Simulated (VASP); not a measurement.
Here is a VASP 6.6.1 calculation.

Contents of INCAR:

```
SYSTEM = Rb
PREC = Accurate
ENCUT = 520
EDIFF = 1E-7
ISMEAR = 0
SIGMA = 0.1
LREAL = .False.
LASPH = .True.
NELM = 100
ALGO = Normal
ISIF = 2
LWAVE = .False.
LCHARG = .True.
GGA = PE
LELF = .True.
LVHAR = .True.
NBANDS = 10
```

The input KPOINTS:

```
Automatic mesh
0
Gamma
  10 10 10
  0 0 0
```

The input POSCAR:

```
Rb
1.0
   -2.9982039157      2.9982039157      2.7846548060
    2.9982039157     -2.9982039157      2.7846548060
    2.9982039157      2.9982039157     -2.7846548060
Rb
1
Direct
    0.0000000000      0.0000000000      0.0000000000
```

Potentials or basis: VASP PAW PBE potentials, release 64 (Rb_sv).

Command:

```bash
$ cat potpaw_PBE.64/Rb_sv/POTCAR > POTCAR
$ mpirun -np 1 vasp_std > vasp.out
```

Q: Estimate the pressure.

A: -0.2 GPa.
